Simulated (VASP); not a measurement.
# TeW (F-43m) in VASP: notebook, part 2 of 2

VASP 6.6.1. The steps go on from the part before.

### 4 Single point, PBEsol, collinear spin

This run uses another cell than the first one, of 27.66 Å³/atom.

INCAR

```
SYSTEM = TeW
PREC = Accurate
ENCUT = 520
EDIFF = 1E-7
ISMEAR = 0
SIGMA = 0.1
LREAL = .FALSE.
LASPH = .TRUE.
NELM = 150
ALGO = Normal
ISIF = 2
LWAVE = .FALSE.
LCHARG = .FALSE.
ISPIN = 2
MAGMOM = 1.02 0
LORBIT = 11
LMAXMIX = 4
GGA = PS
NBANDS = 21
```

KPOINTS

```
Automatic mesh
0
G
  12 12 12
  0 0 0
```

POSCAR

```
TeW
1.0
    0.0000000000      3.0241765070      3.0241765070
    3.0241765070      0.0000000000      3.0241765070
    3.0241765070      3.0241765070      0.0000000000
W Te
1 1
Direct
    0.0000000000      0.0000000000      0.0000000000
    0.2500000000      0.2500000000      0.2500000000
```

Potentials or basis: VASP PAW PBE potentials, release 64 (W_sv, Te).

Run with:

```console
> cat potpaw_PBE.64/W_sv/POTCAR potpaw_PBE.64/Te/POTCAR > POTCAR
> mpirun -np 1 vasp_std > vasp.out
```

OUTCAR:

```text
SYSTEM = TeW
   PREC = Accurate
   ENCUT = 520
   EDIFF = 1E-7
   ISMEAR = 0
   LREAL = .FALSE.
   LASPH = .TRUE.
   NELM = 150
   ISIF = 2
   ISPIN = 2
   LORBIT = 11
   GGA = PS

 ion  position               nearest neighbor table
   1  0.000  0.000  0.000-   2 2.62   2 2.62   2 2.62   2 2.62
   2  0.250  0.250  0.250-   1 2.62   1 2.62   1 2.62   1 2.62

  LATTYP: Found a face centered cubic cell.
 ALAT       =     6.0483530140

  Lattice vectors:

 A1 = (   0.0000000000,   3.0241765070,   3.0241765070)
 A2 = (   3.0241765070,   0.0000000000,   3.0241765070)
 A3 = (   3.0241765070,   3.0241765070,   0.0000000000)

Analysis of symmetry for initial positions (statically):
=====================================================================
 Subroutine PRICEL returns:
 Original cell was already a primitive cell.

 Routine SETGRP: Setting up the symmetry group for a
 face centered cubic supercell.

 Subroutine GETGRP returns: Found 24 space group operations
 (whereof 24 operations were pure point group operations)
 out of a pool of 48 trial point group operations.

The static configuration has the point symmetry T_d .

Analysis of symmetry for dynamics (positions and initial velocities):
=====================================================================
 Subroutine PRICEL returns:
 Original cell was already a primitive cell.

 Routine SETGRP: Setting up the symmetry group for a
 face centered cubic supercell.

 Subroutine GETGRP returns: Found 24 space group operations
 (whereof 24 operations were pure point group operations)
 out of a pool of 48 trial point group operations.

The dynamic configuration has the point symmetry T_d .

Analysis of structural, dynamic, and magnetic symmetry:
=====================================================================
 Subroutine PRICEL returns:
 Original cell was already a primitive cell.

 Routine SETGRP: Setting up the symmetry group for a
 face centered cubic supercell.

 Subroutine GETGRP returns: Found 24 space group operations
 (whereof 24 operations were pure point group operations)
 out of a pool of 48 trial point group operations.

The overall configuration has the point symmetry T_d .

 Subroutine INISYM returns: Found 24 space group operations
 (whereof 24 operations are pure point group operations),
 and found     1 'primitive' translations

----------------------------------------------------------------------------------------

                                     Primitive cell

  volume of cell :      55.3161

  direct lattice vectors                    reciprocal lattice vectors
     0.000000000  3.024176507  3.024176507    -0.165334265  0.165334265  0.165334265
     3.024176507  0.000000000  3.024176507     0.165334265 -0.165334265  0.165334265
     3.024176507  3.024176507  0.000000000     0.165334265  0.165334265 -0.165334265

  length of vectors
     4.276831431  4.276831431  4.276831431     0.286367347  0.286367347  0.286367347

  position of ions in fractional coordinates (direct lattice)
     0.000000000  0.000000000  0.000000000
     0.250000000  0.250000000  0.250000000

  ion indices of the primitive-cell ions
   primitive index   ion index
                 1           1
                 2           2

----------------------------------------------------------------------------------------
[... 59 lines left out ...]
   NGXF,Y,Z  is equivalent  to a cutoff of  24.88, 24.88, 24.88 a.u.
 SYSTEM =  TeW
   PREC   = accura    normal or accurate (medium, high low for compatibility)
   ISTART =      0    job   : 0-new  1-cont  2-samecut
   ICHARG =      2    charge: 1-file 2-atom 10-const
   ISPIN  =      2    spin polarized calculation?
   LNONCOLLINEAR =      F non collinear calculations
   LSORBIT =      F    spin-orbit coupling
   LASPH  =      T    aspherical Exc in radial PAW
   ENCUT  =  520.0 eV  38.22 Ry    6.18 a.u.   7.95  7.95  7.95*2*pi/ulx,y,z
   NELM   =    150;   NELMIN=  2; NELMDL= -5     # of ELM steps
   EDIFF  = 0.1E-06   stopping-criterion for ELM
   LREAL  =      F    real-space projection
   EDIFFG = 0.1E-05   stopping-criterion for IOM
   NSW    =      0    number of steps for IOM
   IBRION =     -1    ionic relax: 0-MD 1-quasi-New 2-CG
   NFREE  =      0    steps in history (QN), initial steepest desc. (CG)
   ISIF   =      2    stress and relaxation
   ISYM   =      2    0-nonsym 1-usesym 2-fastsym
   POTIM  = 0.5000    time-step for ionic-motion
   TEBEG  =    0.0;   TEEND  =   0.0 temperature during run
   PSTRESS=    0.0 pullay stress
   NELECT =      20.0000    total number of electrons
   NUPDOWN=      -1.0000    fix difference up-down
   EMIN   =  10.00;   EMAX   =-10.00  energy-range for DOS
   EFERMI =   0.00;   METHOD = LEGACY
   ISMEAR =     0;   SIGMA  =   0.10  broadening in eV -4-tet -1-fermi 0-gaus
   EFERMI_NEDOS =   21; number of points for ismear=-14 and -15
   IALGO  =     38    algorithm
   IMIX   =      4    mixing-type and parameters
     AMIX     =   0.40;   BMIX     =  1.00
     AMIX_MAG =   1.60;   BMIX_MAG =  1.00
  volume/ion in A,a.u.               =      27.66       186.65
  Fermi-wavevector in a.u.,A,eV,Ry     =   1.166275  2.203940 18.506614  1.360198
  Thomas-Fermi vector in A             =   2.302790
   LORBIT       =     11    0 simple, 1 ext, 2 COOP (PROOUT), +10 PAW based schemes
   GGA     = PS    functional components
   LHFCALC =     F    Hartree Fock is set to
   AEXX    =    0.0000 exact exchange contribution
   IVDW    =     0    specifies the selected vdW correction
   LEPSILON=     F    determine dielectric tensor
   LRPA    =     F    only Hartree local field effects (RPA)
 spin polarized calculation
 Gauss-broadening in eV      SIGMA  =   0.10
  energy-cutoff  :      520.00
  volume of cell :       55.32
 maximum number of plane-waves:      1524
   NGX = 15   NGY = 15   NGZ = 15

 number of electron      19.9999999 magnetization       1.3618307

 Free energy of the ion-electron system (eV)
  ---------------------------------------------------
  ext. energy  EPLUGINS =         0.00000000
  ---------------------------------------------------
  free energy    TOTEN  =       -14.28120970 eV

  energy without entropy =      -14.26863594  energy(sigma->0) =      -14.27492282

 E-fermi :   6.4950     XC(G=0): -10.1534

 val. band max:        6.4929663607   @ k =  -0.3333   0.4167   0.0833
 cond. band min:       6.5026646347   @ k =  -0.3333   0.3333   0.0000
 fundamental gap:      0.0096982740
 Fermi energy:         6.4949542466

 spin component 1

 k-point     1 :       0.0000    0.0000    0.0000
  band No.  band energies     occupation
      1     -67.5267      1.00000
      2     -31.8714      1.00000
      3     -31.8714      1.00000
      4     -31.8714      1.00000
      5      -6.6222      1.00000
      6       2.1910      1.00000
[... 565 lines left out ...]
     20      17.7983      0.00000
     21      20.5178      0.00000

 [... further k-points ...]

 spin component 2

 k-point     1 :       0.0000    0.0000    0.0000
  band No.  band energies     occupation
      1     -67.0677      1.00000
      2     -31.2529      1.00000
      3     -31.2529      1.00000
      4     -31.2529      1.00000
      5      -6.5086      1.00000
      6       2.4788      1.00000
[... 565 lines left out ...]
     20      18.1142      0.00000
     21      20.7354      0.00000

 [... further k-points ...]
[... 5 lines left out ...]
  --------------------------------------------------------------------------------------
  -------------------------------------------------------------------------------------
  Total        0.0378337      0.0378337      0.0378337      0.0000000      0.0000000      0.0000000
  in kB        1.0958173      1.0958173      1.0958173      0.0000000      0.0000000      0.0000000
  external PRESSURE =       1.0958173 kB  Pullay stress =       0.0000000 kB

 VOLUME and BASIS-vectors are now :
 -----------------------------------------------------------------------------
  energy-cutoff  :      520.00
  volume of cell :       55.32
      direct lattice vectors                 reciprocal lattice vectors
     0.000000000  3.024176507  3.024176507    -0.165334265  0.165334265  0.165334265
     3.024176507  0.000000000  3.024176507     0.165334265 -0.165334265  0.165334265
     3.024176507  3.024176507  0.000000000     0.165334265  0.165334265 -0.165334265

 POSITION                                       TOTAL-FORCE (eV/Angst)
 -----------------------------------------------------------------------------------
      0.00000      0.00000      0.00000        -0.000000      0.000000      0.000000
      1.51209      1.51209      1.51209         0.000000     -0.000000     -0.000000
 -----------------------------------------------------------------------------------
    total drift:                               -0.000000     -0.000000     -0.000000

  FREE ENERGIE OF THE ION-ELECTRON SYSTEM (eV)
  ---------------------------------------------------
  free  energy   TOTEN  =       -14.2812096950 eV

  energy  without entropy=      -14.2686359360  energy(sigma->0) =      -14.27492282

 total charge

# of ion       s       p       d       tot
------------------------------------------
    1        2.337   6.141   3.539  12.016
    2        1.323   2.070   0.145   3.538
--------------------------------------------------
tot          3.660   8.211   3.684  15.554

 magnetization (x)

# of ion       s       p       d       tot
------------------------------------------
    1        0.037   0.014   1.014   1.065
    2       -0.008  -0.041   0.028  -0.021
--------------------------------------------------
tot          0.029  -0.028   1.042   1.043
```

It took 96 s on 1 thread of AMD EPYC 7R13 (Zen 3), shared host; peak memory 0.26 GiB.

Results:

```yaml
Free_energy: -14.2812 eV
Pressure: 0.1 GPa
Net_moment: 1.36 μB per cell
Site_moments: W +1.06; Te -0.02 μB
Valence_electrons_inside_the_program's_atomic_spheres: W 12.02; Te 3.54
```

Caveat: the PAW data sets were made with another functional, which shifts forces and pressure a little; spin-orbit coupling is left out, which moves the levels of the heavy elements.

### 5 Single point, PBEsol, collinear spin

This run uses another cell than the first one, of 27.66 Å³/atom.

INCAR

```
SYSTEM = TeW
  PREC = Accurate
  ENCUT = 520
  EDIFF = 1E-6
  ISMEAR = 0
  SIGMA = 0.1
  LREAL = .FALSE.
  LASPH = .TRUE.
  NELM = 150
  ALGO = Normal
  ISIF = 2
  LWAVE = .FALSE.
  LCHARG = .TRUE.
  ISPIN = 2
  MAGMOM = 1 0
  LORBIT = 11
  LMAXMIX = 4
  GGA = PS
  LELF = .TRUE.
  LVHAR = .TRUE.
  NBANDS = 21
```

KPOINTS is that of step 4.

POSCAR is that of step 4.

Run with:

```console
> cat potpaw_PBE.64/W_sv/POTCAR potpaw_PBE.64/Te/POTCAR > POTCAR
> mpirun -np 1 vasp_std > vasp.out
```

It took 1.7 min on 1 thread of AMD EPYC 7R13 (Zen 3), shared host; peak memory 0.26 GiB.

Results (log left out):

- Free energy: -14.2812 eV
- Pressure: 0.1 GPa
- Net moment: 1.36 μB per cell
- Site moments: W +1.06; Te -0.02 μB
- Valence electrons inside the program's atomic spheres: W 12.02; Te 3.54

Levels at points of the mesh, in eV from the Fermi level:
Spin up:
```csv
k point,band 7,band 8,band 9,band 10,band 11,band 12,band 13,band 14,band 15,band 16
"(0.00, 0.00, 0.00)",-4.30,-4.30,-0.87,-0.87,1.38,4.50,4.50,4.50,5.79,5.79
"(0.50, 0.00, 0.00)",-4.00,-4.00,-0.59,-0.59,-0.56,2.05,2.05,3.11,7.71,7.71
"(0.50, 0.50, 0.00)",-3.41,-3.41,-1.57,-1.00,-0.32,0.40,0.40,5.65,5.80,9.87
```
Spin down:
| k point | band 5 | band 6 | band 7 | band 8 | band 9 | band 10 | band 11 | band 12 | band 13 | band 14 |
| --- | --- | --- | --- | --- | --- | --- | --- | --- | --- | --- |
| (0.00, 0.00, 0.00) | -13.00 | -4.02 | -4.02 | -4.02 | 0.11 | 0.11 | 1.64 | 4.79 | 4.79 | 4.79 |
| (0.50, 0.00, 0.00) | -12.13 | -5.46 | -3.69 | -3.69 | -0.02 | 0.33 | 0.33 | 2.44 | 2.44 | 3.42 |
| (0.50, 0.50, 0.00) | -11.81 | -5.78 | -3.21 | -3.21 | -1.18 | -0.17 | 0.75 | 0.92 | 0.92 | 6.03 |

Caveat: the PAW data sets were made with another functional, which shifts forces and pressure a little; spin-orbit coupling is left out, which moves the levels of the heavy elements.

### 6 The runs side by side

```csv
task,spin,cell,k mesh,cutoff (eV),gap on the mesh (eV),pressure (GPa),moment (μB),relaxed volume (Å³/atom)
relaxation of cell and atoms,collinear,"relaxed from a = 4.119 Å, angles 60.0°, 2 atoms",6 × 6 × 6,600,none,-0.1,0.01,27.43
relaxation of cell and atoms,off,"relaxed from a = 4.277 Å, angles 60.0°, 2 atoms",12 × 12 × 12,600,none,0.0,-,27.39
single point,collinear,"a = 4.277 Å, angles 60.0°, 2 atoms",12 × 12 × 12,520,none,0.1,1.36,-
```

Alike in all rows: level PBEsol; potentials or basis VASP PAW PBE potentials, release 64 (W_sv, Te); smearing gaussian 0.1 eV.

Caveats: the PAW data sets were made with another functional, which shifts forces and pressure a little; spin-orbit coupling is left out, which moves the levels of the heavy elements.

Absolute energies hang on the potentials; compare differences alone.
